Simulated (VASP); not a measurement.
## BaZrO3: single point with PBE

The system is BaZrO3.

```
Ba Zr O
1.0
     4.18150    0.00000    0.00000
     0.00000    4.18150    0.00000
     0.00000    0.00000    4.18150
Ba Zr O
1 1 3
Direct
  0.50000 0.48732 0.48732
  0.00000 0.00000 0.00000
  0.50000 0.00000 0.00000
  0.00000 0.50000 0.00000
  0.00000 0.00000 0.50000
```

This cell differs from its parent crystal: all Ba atoms moved +0.075 Å, as atom 1 towards its neighbour atom 3 (O) at 2.957 Å.

```yaml
Program: VASP 6.6.1
Task: single point
Functional: PBE
Potentials_or_basis: VASP PAW PBE potentials, release 64 (Ba_sv, Zr_sv, O)
Cutoff: 520 eV
k_mesh: 6 × 6 × 6
Occupations: gaussian, width 0.05 eV
Spin: no spin polarisation
```

```json
{
 "Pressure": "6.4 GPa",
 "Largest force": "0.310 eV/Å",
 "Band gap on the k mesh": "3.20 eV (least direct gap 3.42 eV)"
}
```

Forces on the atoms (eV/Å):
```
Ba   0.000  0.219  0.219
Zr   0.000 -0.188 -0.188
O    0.000  0.014  0.014
O    0.000 -0.060  0.015
O    0.000  0.015 -0.060
```

Stress tensor (GPa, compression positive):
```
6.45 0.00 0.00
0.00 6.43 0.12
0.00 0.12 6.43
```

Levels at points of the mesh, in eV from the valence-band top:
```tsv
k point	band 16	band 17	band 18	band 19	band 20	band 21	band 22	band 23	band 24	band 25
(0.00, 0.00, 0.00)	-1.00	-1.00	-0.22	-0.22	-0.22	3.20	3.21	3.21	4.68	4.68
(0.50, 0.00, 0.00)	-1.81	-1.73	-1.62	-0.44	-0.44	3.65	5.75	5.75	6.47	6.73
(0.00, 0.50, 0.00)	-1.77	-1.73	-1.65	-0.44	-0.44	3.65	5.75	5.76	6.47	6.73
(0.50, 0.50, 0.00)	-2.42	-0.93	-0.92	-0.77	-0.08	5.72	5.72	6.50	6.55	7.74
(0.00, 0.50, 0.50)	-2.42	-0.93	-0.93	-0.77	-0.07	5.72	5.73	6.51	6.54	7.75
(0.50, 0.50, 0.50)	-2.54	-2.54	-0.01	0.00	0.00	6.01	6.02	6.02	7.06	7.06
```

Run time: 42 s on 1 thread of AMD EPYC 9R45 96-Core Processor (Zen 5), on a shared host, peak memory 0.21 GiB.

Caveat: the cell differs from its parent crystal (all Ba atoms moved +0.075 Å, as atom 1 towards its neighbour atom 3 (O) at 2.957 Å); the cell stands under pressure; spin-orbit coupling is left out, which moves the levels of the heavy elements. A k mesh can miss the band edges.
